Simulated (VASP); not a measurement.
**W: single point with LDA**

The system is W.

```
W
1.0
    -1.55714    1.55714    1.55714
     1.55714   -1.55714    1.55714
     1.55714    1.55714   -1.55714
W
1
Direct
  0.00000 0.00000 0.00000
```

This cell differs from its parent crystal: volume scaled by 0.98.

* Program: VASP 6.6.1
* Task: single point
* Functional: LDA
* Potentials or basis: VASP PAW LDA potentials, release 64 (W_sv)
* Cutoff: 520 eV
* k mesh: 20 × 20 × 20
* Occupations: fermi-dirac, width 0.15 eV
* Spin: no spin polarisation
* Dipole correction: no
* Further INCAR settings: ALGO = Normal; EDIFF = 1e-07; NBANDS = 13

```yaml
Pressure: 9.2 GPa
Band_gap_on_the_k_mesh: zero (band 7 reaches 17.55 eV, above the bottom of band 8 at 10.69 eV)
```

Levels at points of the mesh, in eV from the Fermi level:
```csv
k point,band 5,band 6,band 7,band 8,band 9,band 10
"(0.00, 0.00, 0.00)",-9.83,-1.37,-1.37,-1.37,2.28,2.28
"(0.50, 0.00, 0.00)",-6.60,-3.85,1.00,2.22,3.24,6.56
"(0.50, 0.50, 0.50)",-6.27,-6.27,5.49,5.49,5.49,8.74
```

Run time: 21 s on 1 thread of Intel(R) Xeon(R) Platinum 8488C (Sapphire Rapids), on a shared host, peak memory 0.15 GiB.

Caveat: spin-orbit coupling is left out, which moves the levels of the heavy elements.
